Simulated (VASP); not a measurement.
# Mg2Ir (R-3m) in VASP: a series of runs

The runs below take Mg2Ir through single point, with PBE.

Everything below comes from runs of VASP 6.6.1. Logs are shortened: lines on timing, memory, paths and dates and some standing lists are left out, and cuts for length are marked.

## (1) The cell of the first run

Symmetry: R-3m, No. 166, trigonal system. The conventional cell has a = 3.423 Å, b = 3.423 Å, c = 15.509 Å, α = 90.00°, β = 90.00°, γ = 120.00°. Within 3.1 Å of Mg (site symmetry 3m) lie 3 Ir at 2.36 Å. Within 3.1 Å of Ir (site symmetry -3m) lie 6 Mg at 2.36 Å.

## (2) Single point, PBE

INCAR reads:

```
PREC = Accurate
ENCUT = 520
EDIFF = 1E-6
ISMEAR = 0
SIGMA = 0.1
LREAL = F
LASPH = T
NELM = 60
ALGO = Normal
ISIF = 2
LWAVE = F
LCHARG = T
GGA = PE
LELF = T
LVHAR = T
NBANDS = 14
```

KPOINTS reads:

```
regular mesh
0
Gamma
  6 6 6
```

POSCAR reads:

```
Mg2Ir
1.0
    1.7116831834      0.9882407467      5.1697210845
   -1.7116831834      0.9882407467      5.1697210845
    0.0000000000     -1.9764814934      5.1697210845
Mg Ir
2 1
Direct
    0.7500000000      0.7500000000      0.7500000000
    0.2500000000      0.2500000000      0.2500000000
    0.0000000000      0.0000000000      0.0000000000
```

Potentials or basis: VASP PAW PBE potentials, release 64 (Mg, Ir).

The run is started by

```sh
cat potpaw_PBE.64/Mg/POTCAR potpaw_PBE.64/Ir/POTCAR > POTCAR
mpirun -np 1 vasp_std > vasp.out
```

OUTCAR:

```text
PREC = Accurate
   ENCUT = 520
   EDIFF = 1E-6
   ISMEAR = 0
   LREAL = F
   LASPH = T
   NELM = 60
   ISIF = 2
   GGA = PE

 ion  position               nearest neighbor table
   1  0.750  0.750  0.750-   3 2.36   3 2.36   3 2.36   2 3.25   2 3.25   2 3.25   2 3.25   2 3.25
                             2 3.25
   2  0.250  0.250  0.250-   3 2.36   3 2.36   3 2.36   1 3.25   1 3.25   1 3.25   1 3.25   1 3.25
                             1 3.25
   3  0.000  0.000  0.000-   1 2.36   2 2.36   1 2.36   1 2.36   2 2.36   2 2.36

  LATTYP: Found a trigonal (rhomboedric) cell.
 ALAT       =     5.5346630598
 COS(alpha) =     0.8087090652

  Lattice vectors:

 A1 = (   1.7116831834,   0.9882407467,   5.1697210845)
 A2 = (  -1.7116831834,   0.9882407467,   5.1697210845)
 A3 = (   0.0000000000,  -1.9764814934,   5.1697210845)

Analysis of symmetry for initial positions (statically):
=====================================================================
 Subroutine PRICEL returns:
 Original cell was already a primitive cell.

 Routine SETGRP: Setting up the symmetry group for a
 trigonal (rhombohedral) supercell.

 Subroutine GETGRP returns: Found 12 space group operations
 (whereof 12 operations were pure point group operations)
 out of a pool of 12 trial point group operations.

The static configuration has the point symmetry D_3d.

Analysis of symmetry for dynamics (positions and initial velocities):
=====================================================================
 Subroutine PRICEL returns:
 Original cell was already a primitive cell.

 Routine SETGRP: Setting up the symmetry group for a
 trigonal (rhombohedral) supercell.

 Subroutine GETGRP returns: Found 12 space group operations
 (whereof 12 operations were pure point group operations)
 out of a pool of 12 trial point group operations.

The dynamic configuration has the point symmetry D_3d.

 Subroutine INISYM returns: Found 12 space group operations
 (whereof 12 operations are pure point group operations),
 and found     1 'primitive' translations

----------------------------------------------------------------------------------------

                                     Primitive cell

  volume of cell :      52.4692

  direct lattice vectors                    reciprocal lattice vectors
     1.711683183  0.988240747  5.169721084     0.292110132  0.168649863  0.064478011
    -1.711683183  0.988240747  5.169721084    -0.292110132  0.168649863  0.064478011
     0.000000000 -1.976481493  5.169721084     0.000000000 -0.337299726  0.064478011

  length of vectors
     5.534663060  5.534663060  5.534663060     0.343407221  0.343407221  0.343407221

  position of ions in fractional coordinates (direct lattice)
     0.750000000  0.750000000  0.750000000
     0.250000000  0.250000000  0.250000000
     0.000000000  0.000000000  0.000000000

  ion indices of the primitive-cell ions
   primitive index   ion index
                 1           1
                 2           2
                 3           3

----------------------------------------------------------------------------------------

 KPOINTS: regular mesh

Automatic generation of k-mesh.
 Grid dimensions read from file:
 generate k-points for:    6    6    6

 Generating k-lattice:

  Cartesian coordinates                     Fractional coordinates (reciprocal lattice)
     0.048685022  0.028108311  0.010746335     0.166666667  0.000000000  0.000000000
    -0.048685022  0.028108311  0.010746335     0.000000000  0.166666667  0.000000000
     0.000000000 -0.056216621  0.010746335     0.000000000  0.000000000  0.166666667

  Length of vectors
     0.057234537  0.057234537  0.057234537

  Shift w.r.t. Gamma in fractional coordinates (k-lattice)
     0.000000000  0.000000000  0.000000000

 Subroutine IBZKPT returns following result:
 ===========================================

 Found     32 irreducible k-points:

 Following reciprocal coordinates:
            Coordinates               Weight
  0.000000  0.000000  0.000000      1.000000
  0.166667  0.000000 -0.000000      6.000000
  0.333333 -0.000000  0.000000      6.000000
  0.500000 -0.000000  0.000000      3.000000
  0.166667  0.166667 -0.000000      6.000000
  0.333333  0.166667  0.000000     12.000000
[... 16 lines left out ...]
  0.500000  0.500000  0.166667      6.000000
 -0.333333  0.500000  0.166667     12.000000
 [... further k-points ...]
   k-points           NKPTS =     32   k-points in BZ     NKDIM =     32   number of bands    NBANDS=     14
   number of dos      NEDOS =    301   number of ions     NIONS =      3
   total plane-waves  NPLWV =  74088
   dimension x,y,z NGX =    42 NGY =   42 NGZ =   42
   dimension x,y,z NGXF=    84 NGYF=   84 NGZF=   84
   ions per type =               2   1
   NGX,Y,Z   is equivalent  to a cutoff of  12.62, 12.62, 12.62 a.u.
   NGXF,Y,Z  is equivalent  to a cutoff of  25.23, 25.23, 25.23 a.u.
 SYSTEM =  unknown system
   PREC   = accura    normal or accurate (medium, high low for compatibility)
   ISTART =      0    job   : 0-new  1-cont  2-samecut
   ICHARG =      2    charge: 1-file 2-atom 10-const
   ISPIN  =      1    spin polarized calculation?
   LNONCOLLINEAR =      F non collinear calculations
   LSORBIT =      F    spin-orbit coupling
   LASPH  =      T    aspherical Exc in radial PAW
   ENCUT  =  520.0 eV  38.22 Ry    6.18 a.u.  10.29 10.29 10.29*2*pi/ulx,y,z
   NELM   =     60;   NELMIN=  2; NELMDL= -5     # of ELM steps
   EDIFF  = 0.1E-05   stopping-criterion for ELM
   LREAL  =      F    real-space projection
   EDIFFG = 0.1E-04   stopping-criterion for IOM
   NSW    =      0    number of steps for IOM
   IBRION =     -1    ionic relax: 0-MD 1-quasi-New 2-CG
   NFREE  =      0    steps in history (QN), initial steepest desc. (CG)
   ISIF   =      2    stress and relaxation
   ISYM   =      2    0-nonsym 1-usesym 2-fastsym
   POTIM  = 0.5000    time-step for ionic-motion
   TEBEG  =    0.0;   TEEND  =   0.0 temperature during run
   PSTRESS=    0.0 pullay stress
   NELECT =      13.0000    total number of electrons
   NUPDOWN=      -1.0000    fix difference up-down
   EMIN   =  10.00;   EMAX   =-10.00  energy-range for DOS
   EFERMI =   0.00;   METHOD = LEGACY
   ISMEAR =     0;   SIGMA  =   0.10  broadening in eV -4-tet -1-fermi 0-gaus
   EFERMI_NEDOS =   21; number of points for ismear=-14 and -15
   IALGO  =     38    algorithm
   IMIX   =      4    mixing-type and parameters
     AMIX     =   0.40;   BMIX     =  1.00
     AMIX_MAG =   1.60;   BMIX_MAG =  1.00
  volume/ion in A,a.u.               =      17.49       118.03
  Fermi-wavevector in a.u.,A,eV,Ry     =   1.028224  1.943062 14.384689  1.057245
  Thomas-Fermi vector in A             =   2.162210
   LORBIT       =      0    0 simple, 1 ext, 2 COOP (PROOUT), +10 PAW based schemes
   GGA     = PE    functional components
   LHFCALC =     F    Hartree Fock is set to
   AEXX    =    0.0000 exact exchange contribution
   IVDW    =     0    specifies the selected vdW correction
   LEPSILON=     F    determine dielectric tensor
   LRPA    =     F    only Hartree local field effects (RPA)
 non-spin polarized calculation
 Gauss-broadening in eV      SIGMA  =   0.10
  energy-cutoff  :      520.00
  volume of cell :       52.47
 maximum number of plane-waves:      1435
 NGX is ok and might be reduce to    42

 number of electron      13.0000000 magnetization

 Free energy of the ion-electron system (eV)
  ---------------------------------------------------
  ext. energy  EPLUGINS =         0.00000000
  ---------------------------------------------------
  free energy    TOTEN  =       -10.06081119 eV

  energy without entropy =      -10.05042182  energy(sigma->0) =      -10.05561650

 E-fermi :   4.3997     XC(G=0): -10.1962

 val. band max:        4.3699541963   @ k =   0.3333   0.1667   0.0000
 cond. band min:       4.4266953507   @ k =  -0.3333   0.3333   0.1667
 fundamental gap:      0.0567411544
 Fermi energy:         4.3997482710

 k-point     1 :       0.0000    0.0000    0.0000
  band No.  band energies     occupation
      1      -3.3491      2.00000
      2       0.4488      2.00000
      3       1.8411      2.00000
      4       1.8411      2.00000
      5       2.9496      2.00000
      6       2.9496      2.00000
      7       3.5243      2.00000
      8       5.6374      0.00000
      9      14.1156      0.00000
     10      14.1156      0.00000
     11      15.2946      0.00000
     12      16.0780      0.00000
     13      16.0780      0.00000
     14      16.3305      0.00000

 k-point     2 :       0.1667    0.0000   -0.0000
  band No.  band energies     occupation
      1      -2.7718      2.00000
      2       0.7791      2.00000
      3       1.6152      2.00000
      4       2.1120      2.00000
      5       2.1846      2.00000
      6       2.9167      2.00000
      7       4.4836      0.23584
      8       6.0131      0.00000
      9      10.8367      0.00000
     10      13.1280      0.00000
     11      13.4836      0.00000
     12      14.4766      0.00000
     13      14.7024      0.00000
     14      15.9643      0.00000

 k-point     3 :       0.3333   -0.0000    0.0000
  band No.  band energies     occupation
      1      -1.2693      2.00000
      2       1.0150      2.00000
      3       1.3686      2.00000
      4       2.0818      2.00000
      5       2.5330      2.00000
      6       3.3767      2.00000
      7       4.9156      0.00000
      8       7.1251      0.00000
      9       7.4442      0.00000
     10      10.1883      0.00000
     11      11.5566      0.00000
     12      12.9535      0.00000
     13      13.1950      0.00000
     14      14.7103      0.00000
[... 324 lines left out ...]
 k-point    23 :       0.5000    0.5000    0.1667
  band No.  band energies     occupation
      1      -0.8135      2.00000
      2       0.5953      2.00000
      3       1.4962      2.00000
      4       2.2725      2.00000
      5       2.5732      2.00000
      6       3.1192      2.00000
      7       3.3810      2.00000
      8       7.2426      0.00000
      9       9.0851      0.00000
     10      10.5449      0.00000
     11      11.2650      0.00000
     12      13.3909      0.00000
     13      14.9295      0.00000
     14      15.2331      0.00000

 k-point    24 :      -0.3333    0.5000    0.1667
  band No.  band energies     occupation
      1       0.2518      2.00000
      2       0.9136      2.00000
      3       1.5691      2.00000
      4       2.1159      2.00000
      5       2.3531      2.00000
      6       3.8167      2.00000
      7       4.3629      1.39758
      8       5.5366      0.00000
      9       7.6543      0.00000
     10       8.9328      0.00000
     11      11.5386      0.00000
     12      12.2553      0.00000
     13      13.9362      0.00000
     14      15.5445      0.00000

 [... further k-points ...]

------------------------ aborting loop because EDIFF is reached ----------------------------------------

  FORCE on cell =-STRESS in cart. coord.  units (eV):
  Direction    XX          YY          ZZ          XY          YZ          ZX
  --------------------------------------------------------------------------------------
  -------------------------------------------------------------------------------------
  Total        8.5087588      8.5087588      7.9357705      0.0000000     -0.0000000      0.0000000
  in kB      259.8198287    259.8198287    242.3233020      0.0000000     -0.0000000      0.0000000
  external PRESSURE =     253.9876531 kB  Pullay stress =       0.0000000 kB

 VOLUME and BASIS-vectors are now :
 -----------------------------------------------------------------------------
  energy-cutoff  :      520.00
  volume of cell :       52.47
      direct lattice vectors                 reciprocal lattice vectors
     1.711683183  0.988240747  5.169721084     0.292110132  0.168649863  0.064478011
    -1.711683183  0.988240747  5.169721084    -0.292110132  0.168649863  0.064478011
     0.000000000 -1.976481493  5.169721084     0.000000000 -0.337299726  0.064478011

 POSITION                                       TOTAL-FORCE (eV/Angst)
 -----------------------------------------------------------------------------------
      0.00000      0.00000     11.63187         0.000000     -0.000000      3.349409
      0.00000      0.00000      3.87729         0.000000     -0.000000     -3.349409
      0.00000      0.00000      0.00000         0.000000      0.000000     -0.000000
 -----------------------------------------------------------------------------------
    total drift:                                0.000000      0.000000     -0.000000

  FREE ENERGIE OF THE ION-ELECTRON SYSTEM (eV)
  ---------------------------------------------------
  free  energy   TOTEN  =       -10.0608111941 eV

  energy  without entropy=      -10.0504218158  energy(sigma->0) =      -10.05561650
```

Wall time 69 s (1 thread of Intel Xeon 8259CL, shared host); peak memory 0.26 GiB.

Results:

```yaml
Free_energy: -10.0608 eV
Pressure: 25.4 GPa
Largest_force: 3.349 eV/Å
Band_gap_on_the_k_mesh: zero (an odd number of electrons rules out a gap without spin polarisation)
```

Forces on the atoms (eV/Å):
```
Mg   0.000  0.000  3.349
Mg   0.000  0.000 -3.349
Ir   0.000  0.000  0.000
```

Stress tensor (GPa, compression positive):
```
25.98  0.00  0.00
 0.00 25.98  0.00
 0.00  0.00 24.23
```

Caveat: the cell stands under pressure; spin-orbit coupling is left out, which moves the levels of the heavy elements; forces of over 1 eV/Å act on the atoms, so gaps and moduli don't describe the material at rest.

## (3) Single point, PBE

This run uses another cell than the first one, of the same volume but with other edges.

INCAR reads:

```
SYSTEM = Mg2Ir
ALGO     = Fast           ! electronic algorithm
EDIFF    = 1E-6           ! SCF threshold, eV
ENCUT    = 520            ! plane-wave cutoff, eV
GGA      = PE             ! functional
ISIF     = 2              ! what is computed and relaxed
ISMEAR   = 0              ! smearing method
LASPH    = .TRUE.         ! aspherical terms in the spheres
LCHARG   = .TRUE.         ! write CHGCAR
LELF     = .TRUE.         ! ELF
LREAL    = .FALSE.        ! projectors in reciprocal space
LVHAR    = .TRUE.       
LWAVE    = .FALSE.        ! write WAVECAR
NBANDS   = 14             ! bands
NELM     = 60             ! most SCF steps
PREC     = Accurate       ! precision mode
SIGMA    = 0.1            ! smearing width, eV
```

KPOINTS reads:

```
k-points
0
G
  6 6 6
  0 0 0
```

POSCAR reads:

```
Mg2Ir
1.0
    1.4866371097      0.8583103355      6.8607924385
   -1.4866371097      0.8583103355      6.8607924385
    0.0000000000     -1.7166206710      6.8607924385
Mg Ir
2 1
Direct
    0.7675139057      0.7675139057      0.7675139057
    0.2324860943      0.2324860943      0.2324860943
    0.0000000000      0.0000000000      0.0000000000
```

Potentials or basis: VASP PAW PBE potentials, release 64 (Mg, Ir).

The run is started by

```sh
cat potpaw_PBE.64/Mg/POTCAR potpaw_PBE.64/Ir/POTCAR > POTCAR
mpirun -np 1 vasp_std > vasp.out
```

OUTCAR:

```text
SYSTEM = Mg2Ir
   EDIFF = 1E-6
   ENCUT = 520
   GGA = PE
   ISIF = 2
   ISMEAR = 0
   LASPH = .TRUE.
   LREAL = .FALSE.
   NELM = 60
   PREC = Accurate

 ion  position               nearest neighbor table
   1  0.768  0.768  0.768-   3 2.69   3 2.69   3 2.69   2 3.21   2 3.21   2 3.21
   2  0.232  0.232  0.232-   3 2.69   3 2.69   3 2.69   1 3.21   1 3.21   1 3.21
   3  0.000  0.000  0.000-   1 2.69   1 2.69   2 2.69   2 2.69   1 2.69   2 2.69

  LATTYP: Found a trigonal (rhomboedric) cell.
 ALAT       =     7.0722881313
 COS(alpha) =     0.9116269095

  Lattice vectors:

 A1 = (   1.4866371097,   0.8583103355,   6.8607924385)
 A2 = (  -1.4866371097,   0.8583103355,   6.8607924385)
 A3 = (   0.0000000000,  -1.7166206710,   6.8607924385)

Analysis of symmetry for initial positions (statically):
=====================================================================
 Subroutine PRICEL returns:
 Original cell was already a primitive cell.

 Routine SETGRP: Setting up the symmetry group for a
 trigonal (rhombohedral) supercell.

[... 185 lines left out ...]
      7       4.3859      2.00000
      8       4.3859      2.00000
      9       9.6464      0.00000
     10      12.6874      0.00000
     11      17.8826      0.00000
     12      17.8826      0.00000
     13      18.7574      0.00000
     14      19.2048      0.00000
[... 377 lines left out ...]
      1       0.6412      2.00000
      2       0.8766      2.00000
      3       1.9037      2.00000
      4       2.8760      2.00000
      5       2.9434      2.00000
      6       3.4588      2.00000
      7       6.2524      0.00000
      8       6.6101      0.00000
      9       8.2749      0.00000
     10       9.3946      0.00000
     11       9.9882      0.00000
     12      10.7140      0.00000
     13      12.7035      0.00000
     14      13.6682      0.00000

 [... further k-points ...]

------------------------ aborting loop because EDIFF is reached ----------------------------------------

  FORCE on cell =-STRESS in cart. coord.  units (eV):
  Direction    XX          YY          ZZ          XY          YZ          ZX
  --------------------------------------------------------------------------------------
  -------------------------------------------------------------------------------------
  Total        0.0584852      0.0584852     -0.0939302     -0.0000000     -0.0000000      0.0000000
  in kB        1.7839446      1.7839446     -2.8651086     -0.0000000     -0.0000000      0.0000000
  external PRESSURE =       0.2342602 kB  Pullay stress =       0.0000000 kB

 VOLUME and BASIS-vectors are now :
 -----------------------------------------------------------------------------
  energy-cutoff  :      520.00
  volume of cell :       52.53
      direct lattice vectors                 reciprocal lattice vectors
     1.486637110  0.858310336  6.860792438     0.336329557  0.194179960  0.048585253
    -1.486637110  0.858310336  6.860792438    -0.336329557  0.194179960  0.048585253
     0.000000000 -1.716620671  6.860792438     0.000000000 -0.388359920  0.048585253

 POSITION                                       TOTAL-FORCE (eV/Angst)
 -----------------------------------------------------------------------------------
      0.00000      0.00000     15.79726         0.000000     -0.000000      0.003481
      0.00000      0.00000      4.78512         0.000000     -0.000000     -0.003481
      0.00000      0.00000      0.00000        -0.000000      0.000000      0.000000
 -----------------------------------------------------------------------------------
    total drift:                                0.000000     -0.000000     -0.000000

  FREE ENERGIE OF THE ION-ELECTRON SYSTEM (eV)
  ---------------------------------------------------
  free  energy   TOTEN  =       -12.2436344629 eV

  energy  without entropy=      -12.2328401772  energy(sigma->0) =      -12.23823732
```

Wall time 3.4 min (1 thread of Intel Xeon 8259CL, shared host); peak memory 0.4 GiB.

What came out:

```
Free energy            : -12.2436 eV
Pressure               : 0.0 GPa
Largest force          : 0.003 eV/Å
Band gap on the k mesh : zero (an odd number of electrons rules out a gap without spin polarisation)
```

Forces in eV/Å, atoms in the order of the input:
```
Mg   0.000  0.000  0.003
Mg   0.000  0.000 -0.003
Ir   0.000  0.000  0.000
```

Caveat: the k points lie up to 0.41 Å⁻¹ apart, too coarse for converged energies and pressures of a metal; spin-orbit coupling is left out, which moves the levels of the heavy elements.

The gap in the log of VASP goes by the Fermi energy; the results here count the filled bands.